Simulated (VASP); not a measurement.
A run of VASP 6.6.1:

Contents of INCAR:

```
PREC     = Accurate       # precision mode
ENCUT    = 520            # plane-wave cutoff, eV
EDIFF    = 1E-6           # SCF threshold, eV
ISMEAR   = -1             # smearing method
SIGMA    = 0.05           # smearing width, eV
LREAL    = F              # projectors in reciprocal space
LASPH    = T              # aspherical terms in the spheres
NELM     = 100            # most SCF steps
ALGO     = Fast           # electronic algorithm
ISIF     = 2              # what is computed and relaxed
LWAVE    = F              # write WAVECAR
LCHARG   = F              # write CHGCAR
GGA      = PE             # functional
NBANDS   = 25             # bands
```

File KPOINTS:

```
regular mesh
0
Gamma
  7 7 7
```

The input POSCAR:

```
HfOs3
1.0
    3.9468920018      0.0000000000      0.0000000000
    0.0000000000      3.9468920018      0.0000000000
    0.0000000000      0.0000000000      3.9468920018
Os Hf
3 1
Direct
    0.0000000000      0.5000000000      0.5000000000
    0.5000000000      0.0000000000      0.5000000000
    0.5000000000      0.5000000000      0.0000000000
    0.0000000000      0.0000000000      0.0000000000
```

Potentials or basis: VASP PAW PBE potentials, release 64 (Os, Hf_pv).

Run with:

```sh
$ cat potpaw_PBE.64/Os/POTCAR potpaw_PBE.64/Hf_pv/POTCAR > POTCAR
$ mpirun -np 1 vasp_std > vasp.out
```

Hardware: 1 thread of AMD EPYC 9R45 96-Core Processor (Zen 5), on a shared host.

How long does it take, and how much memory?

Run time: 19 s on 1 thread of AMD EPYC 9R45 96-Core Processor (Zen 5), with other jobs on the host, peak memory 0.15 GiB. Counts: scf iterations 15, k points 20.
